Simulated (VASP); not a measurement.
# AgCl (P4/mmm) in VASP: a series of runs, part 2 of 2

VASP 6.6.1.

## (3) Single point, PBE (biaxial xy strain +1.9%)

Input file INCAR:

```
PREC = Accurate
ENCUT = 520
EDIFF = 1E-7
ISMEAR = -1
SIGMA = 0.02
LREAL = False
LASPH = True
NELM = 100
ALGO = Normal
ISIF = 2
LWAVE = False
LCHARG = False
GGA = PE
NBANDS = 16
```

Input file KPOINTS:

```
regular mesh
0
Gamma
  8 8 8
```

Input file POSCAR:

```
AgCl
1.0
    3.4584064207      0.0000000000      0.0000000000
    0.0000000000      3.4584064207      0.0000000000
    0.0000000000      0.0000000000      3.3955880419
Ag Cl
1 1
Direct
    0.0000000000      0.0000000000      0.0000000000
    0.5000000000      0.5000000000      0.5000000000
```

Potentials or basis: VASP PAW PBE potentials, release 64 (Ag, Cl).

The run is started by

```sh
> cat potpaw_PBE.64/Ag/POTCAR potpaw_PBE.64/Cl/POTCAR > POTCAR
> mpirun -np 1 vasp_std > vasp.out
```

OUTCAR:

```text
PREC = Accurate
   ENCUT = 520
   EDIFF = 1E-7
   ISMEAR = -1
   LREAL = False
   LASPH = True
   NELM = 100
   ISIF = 2
   GGA = PE

 ion  position               nearest neighbor table
   1  0.000  0.000  0.000-   2 2.98   2 2.98   2 2.98   2 2.98   2 2.98   2 2.98   2 2.98   2 2.98

   2  0.500  0.500  0.500-   1 2.98   1 2.98   1 2.98   1 2.98   1 2.98   1 2.98   1 2.98   1 2.98

  LATTYP: Found a simple tetragonal cell.
 ALAT       =     3.4584064207
 C/A-ratio  =     0.9818360334

  Lattice vectors:

 A1 = (   3.4584064207,   0.0000000000,   0.0000000000)
 A2 = (   0.0000000000,   3.4584064207,   0.0000000000)
 A3 = (   0.0000000000,   0.0000000000,   3.3955880419)

Analysis of symmetry for initial positions (statically):
=====================================================================
 Subroutine PRICEL returns:
 Original cell was already a primitive cell.

 Routine SETGRP: Setting up the symmetry group for a
 simple tetragonal supercell.

 Subroutine GETGRP returns: Found 16 space group operations
 (whereof 16 operations were pure point group operations)
 out of a pool of 16 trial point group operations.

The static configuration has the point symmetry D_4h.

Analysis of symmetry for dynamics (positions and initial velocities):
=====================================================================
 Subroutine PRICEL returns:
 Original cell was already a primitive cell.

 Routine SETGRP: Setting up the symmetry group for a
 simple tetragonal supercell.

 Subroutine GETGRP returns: Found 16 space group operations
 (whereof 16 operations were pure point group operations)
 out of a pool of 16 trial point group operations.

The dynamic configuration has the point symmetry D_4h.

 Subroutine INISYM returns: Found 16 space group operations
 (whereof 16 operations are pure point group operations),
 and found     1 'primitive' translations
[... 111 lines left out ...]
   EFERMI_NEDOS =   21; number of points for ismear=-14 and -15
   IALGO  =     38    algorithm
   IMIX   =      4    mixing-type and parameters
     AMIX     =   0.40;   BMIX     =  1.00
     AMIX_MAG =   1.60;   BMIX_MAG =  1.00
  volume/ion in A,a.u.               =      20.31       137.04
  Fermi-wavevector in a.u.,A,eV,Ry     =   1.248178  2.358715 21.197186  1.557949
  Thomas-Fermi vector in A             =   2.382277
   LORBIT       =      0    0 simple, 1 ext, 2 COOP (PROOUT), +10 PAW based schemes
   GGA     = PE    functional components
   LHFCALC =     F    Hartree Fock is set to
   AEXX    =    0.0000 exact exchange contribution
   IVDW    =     0    specifies the selected vdW correction
   LEPSILON=     F    determine dielectric tensor
   LRPA    =     F    only Hartree local field effects (RPA)
 non-spin polarized calculation
  energy-cutoff  :      520.00
  volume of cell :       40.61
 maximum number of plane-waves:      1112
 NGX is ok and might be reduce to    28
   NGX = 13   NGY = 13   NGZ = 13

 number of electron      18.0000001 magnetization

 Free energy of the ion-electron system (eV)
  ---------------------------------------------------
  ext. energy  EPLUGINS =         0.00000000
  ---------------------------------------------------
  free energy    TOTEN  =        -5.12050561 eV

  energy without entropy =       -5.12050561  energy(sigma->0) =       -5.12050561

 E-fermi :   4.1570     XC(G=0): -10.3691

 val. band max:        3.8730937701   @ k =   0.5000   0.0000   0.0000
 cond. band min:       4.4199117093   @ k =   0.0000   0.0000   0.0000
 fundamental gap:      0.5468179392
 Fermi energy:         4.1570347956

 k-point     1 :       0.0000    0.0000    0.0000
  band No.  band energies     occupation
      1     -10.7017      2.00000
      2       1.1266      2.00000
      3       1.1607      2.00000
      4       2.0630      2.00000
      5       2.0832      2.00000
      6       2.0832      2.00000
[... 433 lines left out ...]
      3       0.7872      2.00000
      4       1.2876      2.00000
      5       1.3939      2.00000
      6       2.0146      2.00000
[... 8 lines left out ...]
     15      18.6001      0.00000
     16      20.7815      0.00000

 [... further k-points ...]

------------------------ aborting loop because EDIFF is reached ----------------------------------------

  FORCE on cell =-STRESS in cart. coord.  units (eV):
  Direction    XX          YY          ZZ          XY          YZ          ZX
  --------------------------------------------------------------------------------------
  -------------------------------------------------------------------------------------
  Total       -0.1747205     -0.1747205      0.0525581      0.0000000      0.0000000      0.0000000
  in kB       -6.8926690     -6.8926690      2.0734018      0.0000000      0.0000000      0.0000000
  external PRESSURE =      -3.9039787 kB  Pullay stress =       0.0000000 kB

 VOLUME and BASIS-vectors are now :
 -----------------------------------------------------------------------------
  energy-cutoff  :      520.00
  volume of cell :       40.61
      direct lattice vectors                 reciprocal lattice vectors
     3.458406421  0.000000000  0.000000000     0.289150516  0.000000000  0.000000000
     0.000000000  3.458406421  0.000000000     0.000000000  0.289150516  0.000000000
     0.000000000  0.000000000  3.395588042     0.000000000  0.000000000  0.294499800

 POSITION                                       TOTAL-FORCE (eV/Angst)
 -----------------------------------------------------------------------------------
      0.00000      0.00000      0.00000         0.000000      0.000000      0.000000
      1.72920      1.72920      1.69779         0.000000      0.000000      0.000000
 -----------------------------------------------------------------------------------
    total drift:                               -0.000000      0.000000      0.000000

  FREE ENERGIE OF THE ION-ELECTRON SYSTEM (eV)
  ---------------------------------------------------
  free  energy   TOTEN  =        -5.1205056126 eV

  energy  without entropy=       -5.1205056080  energy(sigma->0) =       -5.12050561
```

Wall time 35 s (1 thread of Intel Xeon Platinum 8259CL at 2.50GHz (Skylake/Cascade Lake), shared host); peak memory 0.18 GiB.

Results:

```yaml
Free_energy: -5.1205 eV
Pressure: -0.4 GPa
Band_gap_on_the_k_mesh: 0.55 eV, indirect (least direct gap 1.95 eV)
```

Caveat: the cell differs from its parent crystal (biaxial xy strain +1.9%). A k mesh can miss the band edges.
